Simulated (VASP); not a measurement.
# BN (P6_3mc) in VASP: notebook

The runs below take BN through single point, with HSE06.

Everything below comes from runs of VASP 6.6.1. Logs are shortened: lines on timing, memory, paths and dates and some standing lists are left out, and cuts for length are marked.

## Step 1: The cell of the first run

Symmetry: P6_3mc, No. 186, hexagonal system. Conventional cell: a = 2.468 Å, b = 2.468 Å, c = 4.082 Å, α = 90.00°, β = 90.00°, γ = 120.00°. B (site symmetry 3m) has 4 N at 1.51 to 1.53 Å within 2.0 Å. Within 2.0 Å of N (site symmetry 3m) lie 4 B at 1.51 to 1.53 Å.

## Step 2: Single point, HSE06 (strain -3.0%)

Input file POSCAR:

```
BN
1.0
    2.4676315026      0.0000000000      0.0000000000
   -1.2338157513      2.1370315684      0.0000000000
    0.0000000000      0.0000000000      4.0815808783
B N
2 2
Direct
    0.3333333333      0.6666666667      0.0005226469
    0.6666666667      0.3333333333      0.5005226469
    0.3333333333      0.6666666667      0.3744773531
    0.6666666667      0.3333333333      0.8744773531
```

Input file INCAR.step1:

```
SYSTEM = BN
PREC = Accurate ; ENCUT = 520
EDIFF = 1E-5 ; ISMEAR = 0
SIGMA = 0.01 ; LREAL = .False.
LASPH = .True. ; NELM = 120
ALGO = Normal ; ISIF = 2
LWAVE = .True. ; LCHARG = .False.
GGA = PE ; NBANDS = 16
GGA_COMPAT = .False.
```

Input file INCAR.step2:

```
SYSTEM = BN
PREC = Accurate ; ENCUT = 520
EDIFF = 1E-6 ; ISMEAR = 0
SIGMA = 0.01 ; LREAL = .False.
LASPH = .True. ; NELM = 120
ALGO = Normal ; ISIF = 2
LWAVE = .False. ; LCHARG = .False.
GGA = PE ; LHFCALC = .True.
HFSCREEN = 0.2079 ; PRECFOCK = Normal
ISTART = 1 ; NBANDS = 16
GGA_COMPAT = .False.
```

Input file KPOINTS:

```
Automatic mesh
0
Gamma
  9 9 4
  0 0 0
```

Potentials or basis: VASP PAW PBE potentials, release 64 (B, N).

Started as:

```bash
cat potpaw_PBE.64/B/POTCAR potpaw_PBE.64/N/POTCAR > POTCAR
cp INCAR.step1 INCAR
mpirun -np 1 vasp_std > vasp.out
cp INCAR.step2 INCAR
mpirun -np 1 vasp_std > vasp.out
```

OUTCAR:

```text
SYSTEM = BN
   PREC = Accurate
   ENCUT = 520
   EDIFF = 1E-6
   ISMEAR = 0
   LREAL = .False.
   LASPH = .True.
   NELM = 120
   ISIF = 2
   GGA = PE
   LHFCALC = .True.
   HFSCREEN = 0.2079
   PRECFOCK = Normal
   ISTART = 1

 ion  position               nearest neighbor table
   1  0.333  0.667  0.001-   4 1.51   4 1.51   4 1.51   3 1.53
   2  0.667  0.333  0.501-   3 1.51   3 1.51   3 1.51   4 1.53
   3  0.333  0.667  0.374-   2 1.51   2 1.51   2 1.51   1 1.53
   4  0.667  0.333  0.874-   1 1.51   1 1.51   1 1.51   2 1.53

  LATTYP: Found a hexagonal cell.
 ALAT       =     2.4676315026
 C/A-ratio  =     1.6540479703

  Lattice vectors:

 A1 = (   2.4676315026,   0.0000000000,   0.0000000000)
 A2 = (  -1.2338157513,   2.1370315684,   0.0000000000)
 A3 = (   0.0000000000,   0.0000000000,   4.0815808783)

Analysis of symmetry for initial positions (statically):
=====================================================================
 Subroutine PRICEL returns:
 Original cell was already a primitive cell.

 Routine SETGRP: Setting up the symmetry group for a
 hexagonal supercell.

 Subroutine GETGRP returns: Found 12 space group operations
 (whereof  6 operations were pure point group operations)
 out of a pool of 24 trial point group operations.

The static configuration has the point symmetry C_3v.
 The point group associated with its full space group is C_6v.

Analysis of symmetry for dynamics (positions and initial velocities):
=====================================================================
 Subroutine PRICEL returns:
 Original cell was already a primitive cell.

 Routine SETGRP: Setting up the symmetry group for a
 hexagonal supercell.

 Subroutine GETGRP returns: Found 12 space group operations
 (whereof  6 operations were pure point group operations)
 out of a pool of 24 trial point group operations.

The dynamic configuration has the point symmetry C_3v.
 The point group associated with its full space group is C_6v.

 Subroutine INISYM returns: Found 12 space group operations
 (whereof  6 operations are pure point group operations),
 and found     1 'primitive' translations

----------------------------------------------------------------------------------------

                                     Primitive cell

[... 95 lines left out ...]
   LREAL  =      F    real-space projection
   EDIFFG = 0.1E-04   stopping-criterion for IOM
   NSW    =      0    number of steps for IOM
   IBRION =     -1    ionic relax: 0-MD 1-quasi-New 2-CG
   NFREE  =      0    steps in history (QN), initial steepest desc. (CG)
   ISIF   =      2    stress and relaxation
   ISYM   =      3    0-nonsym 1-usesym 2-fastsym
   POTIM  = 0.5000    time-step for ionic-motion
   TEBEG  =    0.0;   TEEND  =   0.0 temperature during run
   PSTRESS=    0.0 pullay stress
   NELECT =      16.0000    total number of electrons
   NUPDOWN=      -1.0000    fix difference up-down
   EMIN   =  10.00;   EMAX   =-10.00  energy-range for DOS
   EFERMI =   0.00;   METHOD = LEGACY
   ISMEAR =     0;   SIGMA  =   0.01  broadening in eV -4-tet -1-fermi 0-gaus
   EFERMI_NEDOS =   21; number of points for ismear=-14 and -15
   IALGO  =     38    algorithm
   IMIX   =      1    mixing-type and parameters
     AMIX     =   0.40;   BMIX     =  1.00
     AMIX_MAG =   1.60;   BMIX_MAG =  1.00
  volume/ion in A,a.u.               =       5.38        36.31
  Fermi-wavevector in a.u.,A,eV,Ry     =   1.483002  2.802467 29.923206  2.199294
  Thomas-Fermi vector in A             =   2.596717
   LORBIT       =      0    0 simple, 1 ext, 2 COOP (PROOUT), +10 PAW based schemes
   GGA     = PE    functional components
   LHFCALC =     T    Hartree Fock is set to
   PRECFOCK=normal    Normal, Fast or Accurate (Low or Medium for compatibility)
   ENCUT4O =  -1.0   cutoff for four orbital integrals eV
   NKREDX  =     1    reduce k-point grid by
   NKREDY  =     1    reduce k-point grid by
   NKREDZ  =     1    reduce k-point grid by
   AEXX    =    0.2500 exact exchange contribution
   HFSCREEN=    0.2079 screening length (either q_TF or 0.3 A-1)
   HFSCREENC=   0.2079 screening length for correlation (either q_TF or 0.3 A-1)
   ENCUTFOCK=  -1.0 apply spherical cutoff to Coloumb kernel
   IVDW    =     0    specifies the selected vdW correction
   LEPSILON=     F    determine dielectric tensor
   LRPA    =     F    only Hartree local field effects (RPA)
 non-spin polarized calculation
 Gauss-broadening in eV      SIGMA  =   0.01
  energy-cutoff  :      520.00
  volume of cell :       21.52
 maximum number of plane-waves:       592
  NGX = 14; NGY = 14; NGZ = 24

 number of electron      15.9999997 magnetization

 Free energy of the ion-electron system (eV)
  ---------------------------------------------------
  ext. energy  EPLUGINS =         0.00000000
  ---------------------------------------------------
  free energy    TOTEN  =       -40.37564317 eV

  energy without entropy =      -40.37564317  energy(sigma->0) =      -40.37564317

 E-fermi :   8.0387     XC(G=0): -10.8372

 val. band max:        7.9211865034   @ k =   0.0000   0.0000   0.0000
 cond. band min:      14.2329359040   @ k =   0.3333   0.3333   0.0000
 fundamental gap:      6.3117494005
 Fermi energy:         8.0386876850

 k-point     1 :       0.0000    0.0000    0.0000
  band No.  band energies     occupation
      1     -15.5607      2.00000
      2     -10.6327      2.00000
      3      -4.9470      2.00000
      4       5.3929      2.00000
      5       5.3929      2.00000
      6       7.5705      2.00000
[... 433 lines left out ...]
      3      -2.5922      2.00000
      4      -1.6798      2.00000
      5      -1.6798      2.00000
      6       0.4592      2.00000
[... 8 lines left out ...]
     15      28.2828      0.00000
     16      28.2828      0.00000

 [... further k-points ...]
[... 5 lines left out ...]
  --------------------------------------------------------------------------------------
  -------------------------------------------------------------------------------------
  Total        5.1186135      5.1186135      5.1622423      0.0000000      0.0000000     -0.0000000
  in kB      381.0160526    381.0160526    384.2636588      0.0000000      0.0000000     -0.0000000
  external PRESSURE =     382.0985880 kB  Pullay stress =       0.0000000 kB

 VOLUME and BASIS-vectors are now :
 -----------------------------------------------------------------------------
  energy-cutoff  :      520.00
  volume of cell :       21.52
      direct lattice vectors                 reciprocal lattice vectors
     2.467631503  0.000000000  0.000000000     0.405246893  0.233969403  0.000000000
    -1.233815751  2.137031568  0.000000000     0.000000000  0.467938806  0.000000000
     0.000000000  0.000000000  4.081580878     0.000000000  0.000000000  0.245003108

 POSITION                                       TOTAL-FORCE (eV/Angst)
 -----------------------------------------------------------------------------------
     -0.00000      1.42469      0.00213         0.000000     -0.000000     -0.011448
      1.23382      0.71234      2.04292        -0.000000      0.000000     -0.011448
     -0.00000      1.42469      1.52846        -0.000000      0.000000      0.011448
      1.23382      0.71234      3.56925         0.000000     -0.000000      0.011448
 -----------------------------------------------------------------------------------
    total drift:                                0.000000      0.000000     -0.000162

  FREE ENERGIE OF THE ION-ELECTRON SYSTEM (eV)
  ---------------------------------------------------
  free  energy   TOTEN  =       -40.3756431746 eV

  energy  without entropy=      -40.3756431746  energy(sigma->0) =      -40.37564317
```

OUTCAR.step1:

```text
SYSTEM = BN
   PREC = Accurate
   ENCUT = 520
   EDIFF = 1E-5
   ISMEAR = 0
   LREAL = .False.
   LASPH = .True.
   NELM = 120
[... 686 lines left out ...]
      1.23382      0.71234      2.04292         0.000000     -0.000000      0.008495
     -0.00000      1.42469      1.52846         0.000000      0.000000     -0.008495
      1.23382      0.71234      3.56925        -0.000000      0.000000     -0.008495
 -----------------------------------------------------------------------------------
    total drift:                                0.000000      0.000000     -0.000924

  FREE ENERGIE OF THE ION-ELECTRON SYSTEM (eV)
  ---------------------------------------------------
  free  energy   TOTEN  =       -34.5079192960 eV

  energy  without entropy=      -34.5079192960  energy(sigma->0) =      -34.50791930
```

Run time: 42 min. Hardware: 1 thread of Intel Xeon Platinum 8259CL at 2.50GHz (Skylake/Cascade Lake), shared host; peak memory 0.24 GiB.

Results:

* Free energy: -40.3756 eV
* Pressure: 38.2 GPa
* Largest force: 0.011 eV/Å
* Band gap on the k mesh: 6.31 eV (least direct gap 10.41 eV)

Forces on the atoms (eV/Å):
```
B    0.000  0.000 -0.011
B    0.000  0.000 -0.011
N    0.000  0.000  0.011
N    0.000  0.000  0.011
```

Levels at points of the mesh, in eV from the valence-band top:
| k point | band 6 | band 7 | band 8 | band 9 | band 10 | band 11 |
| --- | --- | --- | --- | --- | --- | --- |
| (0.00, 0.00, 0.00) | -0.35 | 0.00 | 0.00 | 10.47 | 10.47 | 10.90 |
| (0.00, 0.00, 0.50) | -1.40 | -1.40 | -1.40 | 12.12 | 12.12 | 12.25 |

Caveat: the cell differs from its parent crystal (strain -3.0%); the cell stands under pressure; the structure was generated, so it needn't be the stable form of BN; the PAW data sets were made with another functional, which shifts forces and pressure a little. A k mesh can miss the band edges.

## Step 3: Single point, HSE06 (uniaxial z strain +4.0%)

Input file POSCAR:

```
BN
1.0
    2.5439500026      0.0000000000      0.0000000000
   -1.2719750013      2.2031253282      0.0000000000
    0.0000000000      0.0000000000      4.3761279520
B N
2 2
Direct
    0.3333333333      0.6666666667     -0.0009744033
    0.6666666667      0.3333333333      0.4990255967
    0.3333333333      0.6666666667      0.3759744033
    0.6666666667      0.3333333333      0.8759744033
```

Input file INCAR.step1:

```
SYSTEM = BN
ALGO = Normal
EDIFF = 1E-5
ENCUT = 520
GGA = PE
GGA_COMPAT = .FALSE.
ISIF = 2
ISMEAR = 0
LASPH = .TRUE.
LREAL = .FALSE.
LWAVE = .TRUE.
NBANDS = 16
NELM = 120
PREC = Accurate
SIGMA = 0.01
```

Input file INCAR.step2:

```
SYSTEM = BN
ALGO = Normal
EDIFF = 1E-6
ENCUT = 520
GGA = PE
GGA_COMPAT = .FALSE.
HFSCREEN = 0.2079
ISIF = 2
ISMEAR = 0
ISTART = 1
LASPH = .TRUE.
LCHARG = .TRUE.
LELF = .TRUE.
LHFCALC = .TRUE.
LREAL = .FALSE.
LVHAR = .TRUE.
LWAVE = .FALSE.
NBANDS = 16
NELM = 120
PREC = Accurate
PRECFOCK = Normal
SIGMA = 0.01
```

Input file KPOINTS:

```
k-points
0
G
  9 9 4
  0 0 0
```

Potentials or basis: VASP PAW PBE potentials, release 64 (B, N).

Started as:

```bash
cat potpaw_PBE.64/B/POTCAR potpaw_PBE.64/N/POTCAR > POTCAR
cp INCAR.step1 INCAR
mpirun -np 1 vasp_std > vasp.out
cp INCAR.step2 INCAR
mpirun -np 1 vasp_std > vasp.out
```

It took 56 min on 1 thread of Intel Xeon Platinum 8259CL at 2.50GHz (Skylake/Cascade Lake), shared host; peak memory 0.26 GiB.

It converged, with:

```yaml
Free_energy: -40.4440 eV
Pressure: -17.2 GPa
Largest_force: 0.041 eV/Å
Band_gap_on_the_k_mesh: 6.60 eV (least direct gap 8.72 eV)
```

Forces on the atoms (eV/Å):
```
B    0.000  0.000  0.041
B    0.000  0.000  0.041
N    0.000  0.000 -0.041
N    0.000  0.000 -0.041
```

Stress tensor (GPa, compression positive):
```
 -5.67   0.00   0.00
  0.00  -5.67   0.00
  0.00   0.00 -40.35
```

Levels at points of the mesh, in eV from the valence-band top:
```
           k point  band 4  band 5  band 6  band 7  band 8  band 9  band 10  band 11  band 12  band 13
(0.00, 0.00, 0.00)   -1.90   -1.90   -0.22    0.00    0.00    8.72    10.36    10.36    11.58    12.60
(0.00, 0.00, 0.50)   -6.28   -1.04   -1.04   -1.04   -1.04   11.40    11.40    11.82    11.82    11.82
```

Caveat: the cell differs from its parent crystal (uniaxial z strain +4.0%); the stress differs along the axes, from -40 to -6 GPa; the structure was generated, so it needn't be the stable form of BN; the PAW data sets were made with another functional, which shifts forces and pressure a little. A k mesh can miss the band edges.
